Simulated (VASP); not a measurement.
Here is a VASP 6.6.1 calculation.

POSCAR

```
Ni
1.0
    0.0000000000      1.7394161781      1.7394161781
    1.7394161781      0.0000000000      1.7394161781
    1.7394161781      1.7394161781      0.0000000000
Ni
1
Direct
    0.0000000000      0.0000000000      0.0000000000
```

Contents of INCAR.step1:

```
SYSTEM = Ni
PREC = Accurate
ENCUT = 520
ISMEAR = 0
SIGMA = 0.05
LREAL = .FALSE.
LASPH = .TRUE.
NELM = 80
NBANDS = 11
GGA = PE
ALGO = Normal
EDIFF = 1E-4
LWAVE = .TRUE.
LCHARG = .FALSE.
```

Contents of INCAR.step2:

```
SYSTEM = Ni
PREC = Accurate
ENCUT = 520
EDIFF = 1E-6
ISMEAR = 0
SIGMA = 0.05
LREAL = .FALSE.
LASPH = .TRUE.
NELM = 80
ALGO = Normal
ISIF = 2
LWAVE = .FALSE.
LCHARG = .TRUE.
METAGGA = R2SCAN
LMIXTAU = .TRUE.
LELF = .TRUE.
LVHAR = .TRUE.
NBANDS = 11
ISTART = 1
```

KPOINTS

```
regular mesh
0
G
  20 20 20
  0 0 0
```

Potentials or basis: VASP PAW PBE potentials, release 64 (Ni).

Launch:

```sh
$ cat potpaw_PBE.64/Ni/POTCAR > POTCAR
$ cp INCAR.step1 INCAR
$ mpirun -np 1 vasp_std > vasp.out
$ cp INCAR.step2 INCAR
$ mpirun -np 1 vasp_std > vasp.out
```

(1) Estimate the band gap on the k mesh.

(2) Estimate the pressure.

Results:

(1) zero (bands 5 and 6 overlap by 1.12 eV).

(2) -2.4 GPa.

Caveat: the PAW data sets were made with another functional, which shifts forces and pressure a little; the run has no spin polarisation, though such a crystal can be magnetic.
